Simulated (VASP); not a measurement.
Ti:

```xyz
1
Lattice="-1.6410 1.6410 1.6410 1.6410 -1.6410 1.6410 1.6410 1.6410 -1.6410" Properties=species:S:1:pos:R:3 pbc="T T T"
Ti    0.0000    0.0000    0.0000
```

This isn't the form of Ti at room conditions, which is hcp.

```yaml
Program: VASP 6.6.1
Task: relaxation of cell and atoms
Functional: B3LYP
Potentials_or_basis: VASP PAW PBE potentials, release 64 (Ti_sv)
Cutoff: 600 eV
k_mesh: 6 × 6 × 6
Occupations: fermi-dirac, width 0.05 eV
Spin: no spin polarisation
```

At the start: pressure -2.3 GPa; volume 17.68 Å³/atom.

Task: How do energy, volume and symmetry change on relaxing?

Result: Over 3 steps the energy falls by 2.5 meV/atom and the volume is 17.33 Å³/atom (-1.9 %); space group Im-3m (No. 229, to 0.1 Å) before and after.

Step by step:
```csv
step,energy change (eV),largest force (eV/Å),pressure (GPa),volume (Å³)
1,0.0000,0.0000,-2.31,17.68
2,-0.0007,0.0000,1.86,17.03
3,-0.0025,0.0000,0.04,17.33
```

Final structure:
```
Ti
1.0
    -1.63034    1.63034    1.63034
     1.63034   -1.63034    1.63034
     1.63034    1.63034   -1.63034
Ti
1
Direct
  0.00000 0.00000 0.00000
```

Caveat: the k points lie up to 0.45 Å⁻¹ apart in the final cell, too coarse for converged energies and pressures of a metal; the PAW data sets were made with another functional, which shifts forces and pressure a little.
